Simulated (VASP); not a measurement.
# Fe (P6_3/mmc) in VASP: settings compared

Fe is run at these levels: b88 exchange, pbe correlation, r2SCANh; tasks: single point.

Program: VASP 6.6.1. These are calculated values, not measurements. Logs are shortened: lines on timing, memory, paths and dates and some standing lists are left out, and cuts for length are marked.

## Step 1: The cell of the first run

It takes space group P6_3/mmc (No. 194, hexagonal). The conventional cell has a = 2.482 Å, b = 2.482 Å, c = 3.917 Å, α = 90.00°, β = 90.00°, γ = 120.00°. Within 3.2 Å of Fe (site symmetry -6m2) lie 12 Fe at 2.43 to 2.48 Å.

This isn't the form of Fe at room conditions, which is bcc.

## Step 2: Single point, b88 exchange, pbe correlation, collinear spin, ferromagnetic start

INCAR reads:

```
ALGO = Normal ; EDIFF = 1E-6
ENCUT = 600 ; GGA = LIBXC
GGA_COMPAT = F ; ISIF = 2
ISMEAR = -1 ; ISPIN = 2
LASPH = T ; LCHARG = F
LIBXC1 = GGA_X_B88 ; LIBXC2 = GGA_C_PBE
LMAXMIX = 4 ; LORBIT = 11
LREAL = F ; LWAVE = F
MAGMOM = 3 3 ; NBANDS = 19
NELM = 200 ; PREC = Accurate
SIGMA = 0.05
```

KPOINTS reads:

```
k-points
0
Gamma
  12 12 7
```

POSCAR reads:

```
Fe
1.0
    2.4818982858      0.0000000000      0.0000000000
   -1.2409491429      2.1493869651      0.0000000000
    0.0000000000      0.0000000000      3.9172856485
Fe
2
Direct
    0.6666666667      0.3333333333      0.7500000000
    0.3333333333      0.6666666667      0.2500000000
```

Potentials or basis: VASP PAW PBE potentials, release 64 (Fe).

Command:

```
$ cat potpaw_PBE.64/Fe/POTCAR > POTCAR
$ mpirun -np 1 vasp_std > vasp.out
```

OUTCAR:

```text
EDIFF = 1E-6
   ENCUT = 600
   GGA = LIBXC
   ISIF = 2
   ISMEAR = -1
   ISPIN = 2
   LASPH = T
   LORBIT = 11
   LREAL = F
   NELM = 200
   PREC = Accurate

 ion  position               nearest neighbor table
   1  0.667  0.333  0.750-   2 2.43   2 2.43   2 2.43   2 2.43   2 2.43   2 2.43
   2  0.333  0.667  0.250-   1 2.43   1 2.43   1 2.43   1 2.43   1 2.43   1 2.43

  LATTYP: Found a hexagonal cell.
 ALAT       =     2.4818982858
 C/A-ratio  =     1.5783425416

  Lattice vectors:

 A1 = (   2.4818982858,   0.0000000000,   0.0000000000)
 A2 = (  -1.2409491429,   2.1493869651,   0.0000000000)
 A3 = (   0.0000000000,   0.0000000000,   3.9172856485)

Analysis of symmetry for initial positions (statically):
=====================================================================
 Subroutine PRICEL returns:
 Original cell was already a primitive cell.

 Routine SETGRP: Setting up the symmetry group for a
 hexagonal supercell.

 Subroutine GETGRP returns: Found 24 space group operations
 (whereof 12 operations were pure point group operations)
 out of a pool of 24 trial point group operations.

The static configuration has the point symmetry D_3d.
 The point group associated with its full space group is D_6h.

Analysis of symmetry for dynamics (positions and initial velocities):
=====================================================================
 Subroutine PRICEL returns:
 Original cell was already a primitive cell.

 Routine SETGRP: Setting up the symmetry group for a
 hexagonal supercell.

 Subroutine GETGRP returns: Found 24 space group operations
 (whereof 12 operations were pure point group operations)
 out of a pool of 24 trial point group operations.

The dynamic configuration has the point symmetry D_3d.
 The point group associated with its full space group is D_6h.

Analysis of structural, dynamic, and magnetic symmetry:
=====================================================================
 Subroutine PRICEL returns:
 Original cell was already a primitive cell.

 Routine SETGRP: Setting up the symmetry group for a
 hexagonal supercell.

 Subroutine GETGRP returns: Found 24 space group operations
 (whereof 12 operations were pure point group operations)
 out of a pool of 24 trial point group operations.

The overall configuration has the point symmetry D_3d.
 The point group associated with its full space group is D_6h.

 Subroutine INISYM returns: Found 24 space group operations
[... 112 lines left out ...]
   ISMEAR =    -1;   SIGMA  =   0.05  broadening in eV -4-tet -1-fermi 0-gaus
   EFERMI_NEDOS =   21; number of points for ismear=-14 and -15
   IALGO  =     38    algorithm
   IMIX   =      4    mixing-type and parameters
     AMIX     =   0.40;   BMIX     =  1.00
     AMIX_MAG =   1.60;   BMIX_MAG =  1.00
  volume/ion in A,a.u.               =      10.45        70.51
  Fermi-wavevector in a.u.,A,eV,Ry     =   1.497684  2.830213 30.518652  2.243058
  Thomas-Fermi vector in A             =   2.609540
   LORBIT       =     11    0 simple, 1 ext, 2 COOP (PROOUT), +10 PAW based schemes
   GGA     = LIBXC    functional components
   LHFCALC =     F    Hartree Fock is set to
   AEXX    =    0.0000 exact exchange contribution
   IVDW    =     0    specifies the selected vdW correction
   LEPSILON=     F    determine dielectric tensor
   LRPA    =     F    only Hartree local field effects (RPA)
 spin polarized calculation
  energy-cutoff  :      600.00
  volume of cell :       20.90
 maximum number of plane-waves:       717
 NGX is ok and might be reduce to    20
   NGX =  9   NGY =  9   NGZ = 15

 number of electron      16.0000004 magnetization       0.0114470

 number of electron      16.0000004 magnetization      -0.0008931

 Free energy of the ion-electron system (eV)
  ---------------------------------------------------
  ext. energy  EPLUGINS =         0.00000000
  ---------------------------------------------------
  free energy    TOTEN  =       -16.10632747 eV

  energy without entropy =      -16.08522053  energy(sigma->0) =      -16.09577400

 E-fermi :   6.5914     XC(G=0): -13.6612

 val. band max:        6.5751791826   @ k =   0.3333   0.3333   0.2857
 cond. band min:       6.5952688683   @ k =   0.3333   0.2500   0.2857
 fundamental gap:      0.0200896857
 Fermi energy:         6.5914088371

 spin component 1

 k-point     1 :       0.0000    0.0000    0.0000
  band No.  band energies     occupation
      1      -2.1650      1.00000
      2       1.8048      1.00000
      3       4.9839      1.00000
      4       4.9839      1.00000
      5       5.1171      1.00000
      6       5.4319      1.00000
[... 517 lines left out ...]
     18      30.2139      0.00000
     19      31.3207      0.00000

 [... further k-points ...]

 spin component 2

 k-point     1 :       0.0000    0.0000    0.0000
  band No.  band energies     occupation
      1      -2.1651      1.00000
      2       1.8045      1.00000
      3       4.9835      1.00000
      4       4.9835      1.00000
      5       5.1167      1.00000
      6       5.4315      1.00000
[... 517 lines left out ...]
     18      30.2138      0.00000
     19      31.3205      0.00000

 [... further k-points ...]
[... 5 lines left out ...]
  --------------------------------------------------------------------------------------
  -------------------------------------------------------------------------------------
  Total       -1.0326443     -1.0326443     -0.9203664     -0.0000000     -0.0000000      0.0000000
  in kB      -79.1730711    -79.1730711    -70.5647035     -0.0000000     -0.0000000      0.0000000
  external PRESSURE =     -76.3036152 kB  Pullay stress =       0.0000000 kB

 VOLUME and BASIS-vectors are now :
 -----------------------------------------------------------------------------
  energy-cutoff  :      600.00
  volume of cell :       20.90
      direct lattice vectors                 reciprocal lattice vectors
     2.481898286  0.000000000  0.000000000     0.402917398  0.232624468  0.000000000
    -1.240949143  2.149386965  0.000000000     0.000000000  0.465248937  0.000000000
     0.000000000  0.000000000  3.917285649     0.000000000  0.000000000  0.255278805

 POSITION                                       TOTAL-FORCE (eV/Angst)
 -----------------------------------------------------------------------------------
      1.24095      0.71646      2.93796        -0.000000      0.000000      0.000000
     -0.00000      1.43292      0.97932         0.000000      0.000000      0.000000
 -----------------------------------------------------------------------------------
    total drift:                               -0.000000      0.000000     -0.000000

  FREE ENERGIE OF THE ION-ELECTRON SYSTEM (eV)
  ---------------------------------------------------
  free  energy   TOTEN  =       -16.1063274749 eV

  energy  without entropy=      -16.0852205257  energy(sigma->0) =      -16.09577400

 total charge

# of ion       s       p       d       tot
------------------------------------------
    1        0.523   0.606   6.326   7.455
    2        0.523   0.606   6.326   7.455
--------------------------------------------------
tot          1.045   1.213  12.653  14.911

 magnetization (x)

# of ion       s       p       d       tot
------------------------------------------
    1        0.000   0.000  -0.000  -0.000
    2        0.000   0.000  -0.000  -0.000
--------------------------------------------------
tot          0.000   0.000  -0.001  -0.001
```

OSZICAR:

```text
N       E                     dE             d eps       ncg     rms          rms(c)
DAV:   1     0.842460470952E+02    0.84246E+02   -0.77432E+03  6024   0.122E+03
DAV:   2    -0.133893027819E+02   -0.97635E+02   -0.87032E+02  5824   0.216E+02
DAV:   3    -0.172004851004E+02   -0.38112E+01   -0.36235E+01  6469   0.536E+01
DAV:   4    -0.172328028292E+02   -0.32318E-01   -0.32288E-01  6418   0.466E+00
DAV:   5    -0.172331166030E+02   -0.31377E-03   -0.31376E-03  6552   0.427E-01    0.187E+01
DAV:   6    -0.159715190157E+02    0.12616E+01   -0.60425E+00  6272   0.515E+01    0.309E+00
DAV:   7    -0.160059355848E+02   -0.34417E-01   -0.41764E-01  6968   0.114E+01    0.419E+00
DAV:   8    -0.160300409583E+02   -0.24105E-01   -0.70119E-03  6954   0.135E+00    0.270E+00
DAV:   9    -0.160761113341E+02   -0.46070E-01   -0.14788E-02  7915   0.205E+00    0.193E+00
DAV:  10    -0.161038733819E+02   -0.27762E-01   -0.38677E-02  8427   0.373E+00    0.515E-01
DAV:  11    -0.161062964784E+02   -0.24231E-02   -0.35076E-03  8637   0.105E+00    0.124E-01
DAV:  12    -0.161063207915E+02   -0.24313E-04   -0.91562E-05  7067   0.999E-02    0.571E-02
DAV:  13    -0.161063239063E+02   -0.31148E-05   -0.92766E-06  6673   0.556E-02    0.159E-02
DAV:  14    -0.161063251220E+02   -0.12157E-05   -0.26572E-06  5912   0.256E-02    0.196E-02
DAV:  15    -0.161063271319E+02   -0.20099E-05   -0.75285E-07  3773   0.189E-02    0.690E-03
DAV:  16    -0.161063274749E+02   -0.34295E-06   -0.30975E-07  3119   0.673E-03
   1 F= -.16106327E+02 E0= -.16095774E+02  d E =-.211069E-01  mag=    -0.0001
```

It took 31 s on 1 thread of Intel Xeon 6975P-C (Granite Rapids), shared host; peak memory 0.18 GiB.

Results:

- Free energy: -16.1063 eV
- Pressure: -7.6 GPa
- Band gap on the k mesh: zero (filled and empty bands overlap)
- Net moment: 0.00 μB per cell
- Valence electrons inside the program's atomic spheres: Fe 7.46

Caveat: the cell stands under tension; the PAW data sets were made with another functional, which shifts forces and pressure a little.

(Continued in part 2 of 2.)
